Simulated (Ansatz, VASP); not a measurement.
**One calculation of CaC3, two programs**

```
CELL_PARAMETERS angstrom
-1.75059 1.75059 3.59049
1.75059 -1.75059 3.59049
1.75059 1.75059 -3.59049
ATOMIC_POSITIONS crystal
Ca 0.00000 0.00000 0.00000
C 0.50000 0.50000 0.00000
C 0.25000 0.75000 0.50000
C 0.75000 0.25000 0.50000
```

Alike in both runs: functional PBE; k mesh 6 × 6 × 6; occupations gaussian, width 0.1 eV; no spin polarisation.

Ansatz relaxed the structure, and its values are those at the end. VASP's run is a single point on that final structure, the one shown.

|  | VASP | Ansatz |
| --- | --- | --- |
| version | VASP 6.6.1 | Ansatz 0.2.0 |
| potentials or method | VASP PAW PBE potentials, release 64 (Ca_sv, C), cutoff 520 eV | scalar-relativistic, plane waves, PAW |
| valence electrons in the cell | 22 | 22 |

|  | VASP | Ansatz | Ansatz less VASP |
| --- | --- | --- | --- |
| gap on the k mesh at the Fermi level (eV) | none | none | - |
| pressure (GPa) | 0.4 | -0.2 | -0.55 |

A gap of «none» marks a metal or a gap that the smearing closes. The functional is the same, so the differences come from potentials, cutoffs and numerics.

The k mesh is coarse, so the values compare programs but aren't converged.
